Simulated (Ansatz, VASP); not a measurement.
# Al8N: VASP beside Ansatz

```
CELL_PARAMETERS angstrom
2.85432 0.00000 0.00000
-1.42716 2.47192 0.00000
0.00000 0.00000 33.47606
ATOMIC_POSITIONS crystal
Al 0.33333 0.66667 0.11949
Al 0.00000 0.00000 0.18956
Al 0.66667 0.33333 0.25964
Al 0.00000 0.00000 0.32971
Al 0.33333 0.66667 0.39922
Al 0.00000 0.00000 0.46965
Al 0.66667 0.33333 0.54010
Al 0.00000 0.00000 0.61166
N 0.33333 0.66667 0.63944
```

Alike in both runs: task single point; functional PBE; k mesh 9 × 9 × 1; occupations gaussian, width 0.1 eV; no spin polarisation.

|  | VASP | Ansatz |
| --- | --- | --- |
| version | VASP 6.6.1 | Ansatz 0.2.0 |
| potentials or method | VASP PAW PBE potentials, release 64 (Al, N), cutoff 520 eV | scalar-relativistic, plane waves, PAW |
| valence electrons in the cell | 29 | 29 |

```tsv
	VASP	Ansatz	Ansatz less VASP
gap on the k mesh at the Fermi level (eV)	none	none	-
rms of the force components (eV/Å)	0.827	0.828	+0.0010
work function, face that differs most (eV)	7.97	7.97	-0.004
```

Atom by atom the forces differ by 0.002 eV/Å (rms over components). A gap of «none» marks a metal or a gap that the smearing closes. The functional is the same, so the differences come from potentials, cutoffs and numerics.
